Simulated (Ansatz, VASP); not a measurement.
# CdF2 in VASP and in Ansatz

The input INCAR:

```
PREC = Accurate
ENCUT = 600
EDIFF = 1E-6
ISMEAR = 0
SIGMA = 0.1
LREAL = False
LASPH = True
NELM = 120
ALGO = Normal
ISIF = 2
LWAVE = False
LCHARG = False
GGA = PE
NBANDS = 20
GGA_COMPAT = False
```

The input KPOINTS:

```
Automatic mesh
0
Gamma
  6 6 6
```

File POSCAR:

```
CdF2
1.0
    0.0000000000      2.7000000000      2.7000000000
    2.7000000000      0.0000000000      2.7000000000
    2.7000000000      2.7000000000      0.0000000000
Cd F
1 2
Direct
    0.0000000000      0.0000000000      0.0000000000
    0.2500000000      0.2500000000      0.2500000000
    0.7500000000      0.7500000000      0.7500000000
```

Input for Ansatz:

```yaml
crystal:
  lattice:
    - [0.0, 2.7, 2.7]
    - [2.7, 0.0, 2.7]
    - [2.7, 2.7, 0.0]
  atoms:
    - { symbol: Cd, position: [0.0, 0.0, 0.0] }
    - { symbol: F, position: [0.25, 0.25, 0.25] }
    - { symbol: F, position: [0.75, 0.75, 0.75] }
basis:
  ecutwfc: 420
kpoints:
  mp_grid: { grid: [6, 6, 6] }
hamiltonian:
  xc: pbe
  pseudopotentials: { kind: paw, azcp: { folder: soft_1 } }
scf:
  occupations: { method: gaussian, width: 0.1 }
output:
  forces: true
  stress: true
  eigenvalues: true
```

Alike in both runs: task single point; functional PBE; k mesh 6 × 6 × 6; occupations gaussian, width 0.1 eV; no spin polarisation.

|  | VASP | Ansatz |
| --- | --- | --- |
| version | VASP 6.6.1 | Ansatz 0.2.0 |
| potentials or method | VASP PAW PBE potentials, release 64 (Cd, F), cutoff 600 eV | scalar-relativistic, plane waves, PAW |
| valence electrons in the cell | 26 | 34 |

Ansatz gave:

| Item | Value |
| --- | --- |
| gap on the k mesh at the Fermi level (eV) | 3.09 |
| least direct gap on the mesh (eV) | 3.58 |
| pressure (GPa) | 4.7 |

Problem. Which values does VASP return?

Solution. gap on the k mesh at the Fermi level (eV): 3.07; least direct gap on the mesh (eV): 3.55; pressure (GPa): 5.2.

The functional is the same, so the differences come from potentials, cutoffs and numerics. VASP's potentials hold 26 valence electrons a cell and Ansatz's 34, so a difference there can come from the potentials and not from the codes.
